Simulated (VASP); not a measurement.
# TiC (Fm-3m) in VASP: elastic constants with PBEsol

Aim: the elastic constants of TiC with PBEsol.

Program: VASP 6.6.1. These are calculated values, not measurements. Logs are shortened: lines on timing, memory, paths and dates and some standing lists are left out, and cuts for length are marked.

## 1. The cell of the first run

Symmetry: Fm-3m, No. 225, cubic system. Conventional cell: a = 4.258 Å, b = 4.258 Å, c = 4.258 Å, α = 90.00°, β = 90.00°, γ = 90.00°. Ti (site symmetry m-3m) has 6 C at 2.13 Å within 2.8 Å. C (site symmetry m-3m) has 6 Ti at 2.13 Å within 2.8 Å.

## 2. Elastic constants, PBEsol

Contents of INCAR:

```
SYSTEM = TiC
  PREC = Accurate
  ENCUT = 600
  EDIFF = 1E-8
  ISMEAR = -1
  SIGMA = 0.05
  LREAL = .FALSE.
  LASPH = .TRUE.
  NELM = 120
  ALGO = Normal
  ISIF = 3
  LWAVE = .FALSE.
  LCHARG = .FALSE.
  GGA = PS
  IBRION = 6
  NFREE = 2
  POTIM = 0.015
  NSW = 1
  GGA_COMPAT = .FALSE.
```

Contents of KPOINTS:

```
Automatic mesh
0
G
  18 18 18
  0 0 0
```

Contents of POSCAR:

```
TiC
1.0
    0.0000000000      2.1289530817      2.1289530817
    2.1289530817      0.0000000000      2.1289530817
    2.1289530817      2.1289530817      0.0000000000
Ti C
1 1
Direct
    0.0000000000      0.0000000000      0.0000000000
    0.5000000000      0.5000000000      0.5000000000
```

Potentials or basis: VASP PAW PBE potentials, release 64 (Ti_sv, C).

Command:

```
> cat potpaw_PBE.64/Ti_sv/POTCAR potpaw_PBE.64/C/POTCAR > POTCAR
> mpirun -np 1 vasp_std > vasp.out
```

OUTCAR:

```text
SYSTEM = TiC
   PREC = Accurate
   ENCUT = 600
   EDIFF = 1E-8
   ISMEAR = -1
   LREAL = .FALSE.
   LASPH = .TRUE.
   NELM = 120
   ISIF = 3
   GGA = PS
   IBRION = 6
   NFREE = 2
   POTIM = 0.015
   NSW = 1

 ion  position               nearest neighbor table
   1  0.000  0.000  0.000-   2 2.13   2 2.13   2 2.13   2 2.13   2 2.13   2 2.13
   2  0.500  0.500  0.500-   1 2.13   1 2.13   1 2.13   1 2.13   1 2.13   1 2.13

  LATTYP: Found a face centered cubic cell.
 ALAT       =     4.2579061634

  Lattice vectors:

 A1 = (   0.0000000000,   2.1289530817,   2.1289530817)
 A2 = (   2.1289530817,   0.0000000000,   2.1289530817)
 A3 = (   2.1289530817,   2.1289530817,   0.0000000000)

Analysis of symmetry for initial positions (statically):
=====================================================================
 Subroutine PRICEL returns:
 Original cell was already a primitive cell.

 Routine SETGRP: Setting up the symmetry group for a
 face centered cubic supercell.

 Subroutine GETGRP returns: Found 48 space group operations
 (whereof 48 operations were pure point group operations)
 out of a pool of 48 trial point group operations.

The static configuration has the point symmetry O_h .

Analysis of symmetry for dynamics (positions and initial velocities):
=====================================================================
 Subroutine PRICEL returns:
 Original cell was already a primitive cell.

 Routine SETGRP: Setting up the symmetry group for a
 face centered cubic supercell.

 Subroutine GETGRP returns: Found 48 space group operations
 (whereof 48 operations were pure point group operations)
 out of a pool of 48 trial point group operations.

The dynamic configuration has the point symmetry O_h .

 Subroutine INISYM returns: Found 48 space group operations
 (whereof 48 operations are pure point group operations),
 and found     1 'primitive' translations

----------------------------------------------------------------------------------------

                                     Primitive cell

  volume of cell :      19.2987

  direct lattice vectors                    reciprocal lattice vectors
     0.000000000  2.128953082  2.128953082    -0.234857219  0.234857219  0.234857219
     2.128953082  0.000000000  2.128953082     0.234857219 -0.234857219  0.234857219
     2.128953082  2.128953082  0.000000000     0.234857219  0.234857219 -0.234857219

  length of vectors
     3.010794322  3.010794322  3.010794322     0.406784636  0.406784636  0.406784636

  position of ions in fractional coordinates (direct lattice)
     0.000000000  0.000000000  0.000000000
     0.500000000  0.500000000  0.500000000

  ion indices of the primitive-cell ions
   primitive index   ion index
                 1           1
                 2           2

----------------------------------------------------------------------------------------

 KPOINTS: Automatic mesh

Automatic generation of k-mesh.
 Grid dimensions read from file:
 generate k-points for:   18   18   18

 Generating k-lattice:

  Cartesian coordinates                     Fractional coordinates (reciprocal lattice)
    -0.013047623  0.013047623  0.013047623     0.055555556  0.000000000  0.000000000
     0.013047623 -0.013047623  0.013047623     0.000000000  0.055555556  0.000000000
     0.013047623  0.013047623 -0.013047623     0.000000000  0.000000000  0.055555556

  Length of vectors
     0.022599146  0.022599146  0.022599146

  Shift w.r.t. Gamma in fractional coordinates (k-lattice)
     0.000000000  0.000000000  0.000000000

 Subroutine IBZKPT returns following result:
 ===========================================

[... 102 lines left out ...]
  -------------------------------------------------------------------------------------
  Total        0.8571829      0.8571829      0.8571829     -0.0000000     -0.0000000      0.0000000
  in kB       71.1632569     71.1632569     71.1632569     -0.0000000     -0.0000000      0.0000000
  external PRESSURE =      71.1632569 kB  Pullay stress =       0.0000000 kB
[... 89 lines left out ...]
  FREE ENERGIE OF THE ION-ELECTRON SYSTEM (eV)
  ---------------------------------------------------
  free  energy   TOTEN  =       -19.7706508945 eV

  energy  without entropy=      -19.7682001837  energy(sigma->0) =      -19.76942554

 E-fermi :  10.1021     XC(G=0): -13.2078

 val. band max:       10.0814556977   @ k =   0.2778   0.0000   0.2222
 cond. band min:      10.1046039954   @ k =   0.4444   0.0000   0.4444
 fundamental gap:      0.0231482977
 Fermi energy:        10.1021449312

 k-point     1 :       0.0000    0.0000    0.0000
  band No.  band energies     occupation
      1     -46.0364      2.00000
      2     -22.1285      2.00000
      3     -22.1285      2.00000
      4     -22.1130      2.00000
      5      -2.5733      2.00000
      6      10.7433      0.00001
      7      10.7433      0.00001
      8      10.8672      0.00000
      9      11.8669      0.00000
     10      11.8669      0.00000
     11      11.9085      0.00000
     12      11.9409      0.00000
[... 333 lines left out ...]
      1     -45.9873      2.00000
      2     -22.4360      2.00000
      3     -22.1655      2.00000
      4     -22.1522      2.00000
      5      -1.2040      2.00000
      6       7.3220      2.00000
      7       8.1960      2.00000
      8       8.5066      2.00000
      9      11.6914      0.00000
     10      12.1853      0.00000
     11      13.2334      0.00000
     12      15.7818      0.00000

 [... further k-points ...]

[... ionic steps 4 to 14 ...]

--------------------------------------- Ionic step       15  -------------------------------------------

 number of electron      16.0000001 magnetization

------------------------ aborting loop because EDIFF is reached ----------------------------------------
[... 67 lines left out ...]
--------------------------------------- Ionic step       17  -------------------------------------------

 number of electron      16.0000003 magnetization

 Free energy of the ion-electron system (eV)
  ---------------------------------------------------
  ext. energy  EPLUGINS =         0.00000000
  ---------------------------------------------------
  free energy    TOTEN  =       -19.79101803 eV

  energy without entropy =      -19.78856916  energy(sigma->0) =      -19.78979360

 E-fermi :   9.9175     XC(G=0): -13.1284

 val. band max:        9.8847332572   @ k =   0.4444   0.4444   0.0000
 cond. band min:       9.9370904698   @ k =   0.5000   0.5000   0.0000
 fundamental gap:      0.0523572126
 Fermi energy:         9.9174687022

 k-point     1 :       0.0000    0.0000    0.0000
  band No.  band energies     occupation
      1     -46.2659      2.00000
      2     -22.3629      2.00000
      3     -22.3629      2.00000
      4     -22.3629      2.00000
      5      -2.6892      2.00000
      6      10.5858      0.00000
      7      10.5858      0.00000
      8      10.5946      0.00000
      9      11.6244      0.00000
     10      11.6958      0.00000
     11      11.6958      0.00000
     12      11.7514      0.00000
[... 374 lines left out ...]
  FREE ENERGIE OF THE ION-ELECTRON SYSTEM (eV)
  ---------------------------------------------------
  free  energy   TOTEN  =       -19.7910180343 eV

  energy  without entropy=      -19.7885691559  energy(sigma->0) =      -19.78979360

 INTERNAL STRAIN TENSORS FROM STRAINED CELLS
 ============================================

 INTERNAL STRAIN TENSOR FOR ION    1 for displacements in x,y,z  (eV/Angst):
          X           Y           Z          XY          YZ          ZX
  --------------------------------------------------------------------------------
  x    -0.00000     0.00000     0.00000    -0.00000    -0.00000     0.00000
  y     0.00000     0.00000    -0.00000    -0.00000     0.00000    -0.00000
  z    -0.00000    -0.00000    -0.00000     0.00000    -0.00000     0.00000

 INTERNAL STRAIN TENSORS FROM DISPLACED ATOMS
 ============================================

 INTERNAL STRAIN TENSOR FOR ION    1 for displacements in x,y,z  (eV/Angst):
          X           Y           Z          XY          YZ          ZX
  --------------------------------------------------------------------------------
  x     0.00000     0.00000     0.00000     0.00000     0.00000     0.00000
  y     0.00000     0.00000     0.00000     0.00000     0.00000     0.00000
  z     0.00000     0.00000     0.00000     0.00000     0.00000     0.00000

 INTERNAL STRAIN TENSOR FOR ION    2 for displacements in x,y,z  (eV/Angst):
          X           Y           Z          XY          YZ          ZX
  --------------------------------------------------------------------------------
  x     0.00000     0.00000     0.00000     0.00000     0.00000     0.00000
  y     0.00000     0.00000     0.00000     0.00000     0.00000     0.00000
  z     0.00000     0.00000     0.00000     0.00000     0.00000     0.00000

 Eigenvectors and eigenvalues of the dynamical matrix
 ----------------------------------------------------

   1 f  =   16.893519 THz   106.145112 2PiTHz  563.507146 cm-1    69.865950 meV
             X         Y         Z           dx          dy          dz
      0.000000  0.000000  0.000000     0.000000    0.447926    0.000000
      2.128953  2.128953  2.128953     0.000000   -0.894071    0.000000
[... 21 lines left out ...]
   6 f/i=    0.001900 THz     0.011938 2PiTHz    0.063375 cm-1     0.007857 meV
             X         Y         Z           dx          dy          dz
      0.000000  0.000000  0.000000     0.000000    0.000000    0.894071
      2.128953  2.128953  2.128953     0.000000    0.000000    0.447926

--------------------------------------------------------------------------------------------------------

 ELASTIC MODULI CONTR FROM IONIC RELAXATION (kBar)
 Direction    XX          YY          ZZ          XY          YZ          ZX
 --------------------------------------------------------------------------------
 XX           0.0000      0.0000      0.0000      0.0000      0.0000      0.0000
 YY           0.0000      0.0000      0.0000      0.0000      0.0000      0.0000
 ZZ           0.0000      0.0000      0.0000      0.0000      0.0000      0.0000
 XY           0.0000      0.0000      0.0000      0.0000      0.0000      0.0000
 YZ           0.0000      0.0000      0.0000      0.0000      0.0000      0.0000
 ZX           0.0000      0.0000      0.0000      0.0000      0.0000      0.0000
 --------------------------------------------------------------------------------

 TOTAL ELASTIC MODULI (kBar)
 Direction    XX          YY          ZZ          XY          YZ          ZX
 --------------------------------------------------------------------------------
 XX        6082.0126   1252.6953   1252.6953     -0.0000      0.0000     -0.0000
 YY        1252.6953   6082.0126   1252.6953     -0.0000     -0.0000      0.0000
 ZZ        1252.6953   1252.6953   6082.0126      0.0000      0.0000      0.0000
 XY          -0.0000     -0.0000      0.0000   1736.2536      0.0000     -0.0000
 YZ           0.0000     -0.0000      0.0000      0.0000   1736.2536      0.0000
 ZX          -0.0000      0.0000      0.0000     -0.0000      0.0000   1736.2536
 --------------------------------------------------------------------------------
```

It took 42 min on 1 thread of Oxide Virtual Turin-like, shared host; peak memory 0.8 GiB.

Results:

```yaml
Elastic_constants_C11_C12_C44: 608, 125, 174 GPa
Voigt_bulk_modulus: 286 GPa
Highest_phonon_frequency_at_Γ: 564 cm⁻¹
```

Phonon frequencies in cm⁻¹ (negative: imaginary):
| q point | frequencies |
| --- | --- |
| (0.000, 0.000, 0.000) | 0 0 0 564 564 564 |

Elastic tensor in Voigt notation (GPa, in the Cartesian axes of the cell as first typed):
```
608 125 125   0   0   0
125 608 125   0   0   0
125 125 608   0   0   0
  0   0   0 174   0   0
  0   0   0   0 174   0
  0   0   0   0   0 174
```

Clamped-ion elastic tensor (GPa):
```
608 125 125   0   0   0
125 608 125   0   0   0
125 125 608   0   0   0
  0   0   0 174   0   0
  0   0   0   0 174   0
  0   0   0   0   0 174
```

Caveat: the cell is under stress, which shifts elastic constants; the PAW data sets were made with another functional, which shifts forces and pressure a little.
